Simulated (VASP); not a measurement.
A run of VASP 6.6.1 is set up as follows.

INCAR

```
SYSTEM = MgO
  PREC = Accurate
  ENCUT = 840
  EDIFF = 1E-6
  ISMEAR = 0
  SIGMA = 0.05
  LREAL = .FALSE.
  LASPH = .TRUE.
  NELM = 120
  ALGO = Normal
  ISIF = 2
  LWAVE = .FALSE.
  LCHARG = .FALSE.
  NBANDS = 60
  GGA_COMPAT = .FALSE.
```

KPOINTS

```
Automatic mesh
0
G
  9 9 2
  0 0 0
```

Contents of POSCAR:

```
MgO
1.0
    2.1351500000     -2.1351500000      0.0000000000
    2.1351500000      0.0000000000     -2.1351500000
    9.6953005384      9.6953005384      9.6953005384
Mg O
6 6
Direct
    0.6666666667      0.6666666667      0.0367042086
    0.0000000000      0.0000000000      0.7707883805
    0.3333333333      0.3333333333      0.1835210430
    0.6666666667      0.6666666667      0.4771547117
    0.0000000000      0.0000000000      0.3303378773
    0.3333333333      0.3333333333      0.6239715461
    0.6666666667      0.6666666667      0.2569294602
    0.0000000000      0.0000000000      0.1101126258
    0.3333333333      0.3333333333      0.4037462945
    0.6666666667      0.6666666667      0.6973799633
    1.0000000000      1.0000000000      0.5505631289
    0.3333333333      0.3333333333      0.8441967976
```

Potentials or basis: VASP PAW LDA potentials, release 64 (Mg_sv, O).

Launch:

```bash
$ cat potpaw_LDA.64/Mg_sv/POTCAR potpaw_LDA.64/O/POTCAR > POTCAR
$ mpirun -np 1 vasp_std > vasp.out
```

Problem. Predict the band gap on the k mesh.

Solution. Zero (bands 48 and 49 overlap by 0.30 eV).

Problem. Predict the pressure.

Solution. -9.9 GPa.

Problem. Estimate the largest force.

Solution. 1.522 eV/Å.

Stress tensor (GPa, compression positive):
```
-9.88 -1.99 -1.99
-1.99 -9.88 -1.99
-1.99 -1.99 -9.88
```

Caveat: the cell differs from its parent crystal (the distance across one plane changed); the cell stands under tension; semilocal functionals underestimate gaps, and a narrow one can read as zero; forces of over 1 eV/Å act on the atoms, so gaps and moduli don't describe the material at rest.
